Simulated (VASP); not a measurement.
Input of a VASP 6.6.1 run:

INCAR

```
  PREC = Accurate
  ENCUT = 520
  EDIFF = 1E-6
  ISMEAR = -1
  SIGMA = 0.05
  LREAL = F
  LASPH = T
  NELM = 60
  ALGO = Normal
  ISIF = 2
  LWAVE = F
  LCHARG = F
  GGA = CA
  NBANDS = 7
```

The input KPOINTS:

```
Automatic mesh
0
Gamma
  15 15 15
```

File POSCAR:

```
Mg
1.0
    2.6273803708      0.0000000000      0.0000000000
    0.0000000000      2.6273803708      0.0000000000
    0.0000000000      0.0000000000      2.6273803708
Mg
1
Direct
    0.0000000000      0.0000000000      0.0000000000
```

Potentials or basis: VASP PAW LDA potentials, release 64 (Mg).

Launch:

```bash
$ cat potpaw_LDA.64/Mg/POTCAR > POTCAR
$ mpirun -np 1 vasp_std > vasp.out
```

**Question.** Predict the band gap on the k mesh.

**Answer.** Zero (band 1 reaches 8.78 eV, above the bottom of band 2 at 1.86 eV).

**Question.** Predict the pressure.

**Answer.** 17.7 GPa.
